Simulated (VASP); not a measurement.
Set up this calculation in VASP 6.6.1, as the native input.

```
Task                   : single point
Functional             : PBEsol
Potentials or basis    : VASP PAW PBE potentials, release 64 (Ru_pv)
Cutoff                 : 520 eV
k mesh                 : 14 × 14 × 8
Occupations            : fermi-dirac, width 0.03 eV
Spin                   : no spin polarisation
Dipole correction      : no
Further INCAR settings : ALGO = Normal; EDIFF = 1e-07; NBANDS = 21
```

The structure of Ru lies in POSCAR:

```
Ru
1.0
    2.7414060403      0.0000000000      0.0000000000
   -1.3707030201      2.3741272730      0.0000000000
    0.0000000000      0.0000000000      4.3382472512
Ru
2
Direct
    0.3333333333      0.6666666667      0.2500000000
    0.6666666667      0.3333333333      0.7500000000
```

The input as run:

INCAR

```
  PREC = Accurate
  ENCUT = 520
  EDIFF = 1E-7
  ISMEAR = -1
  SIGMA = 0.03
  LREAL = F
  LASPH = T
  NELM = 100
  ALGO = Normal
  ISIF = 2
  LWAVE = F
  LCHARG = F
  GGA = PS
  NBANDS = 21
```

KPOINTS

```
regular mesh
0
Gamma
  14 14 8
```

Potentials or basis: VASP PAW PBE potentials, release 64 (Ru_pv).

Launch:

```sh
$ cat potpaw_PBE.64/Ru_pv/POTCAR > POTCAR
$ mpirun -np 1 vasp_std > vasp.out
```

Results of the run:

* Pressure: -17.7 GPa
* Band gap on the k mesh: zero (bands 14 and 15 overlap by 2.95 eV)

Caveat: the cell stands under tension; the PAW data sets were made with another functional, which shifts forces and pressure a little.

Wall time 72 s on 1 thread of Intel Xeon 8259CL, on a shared host, peak memory 0.18 GiB.
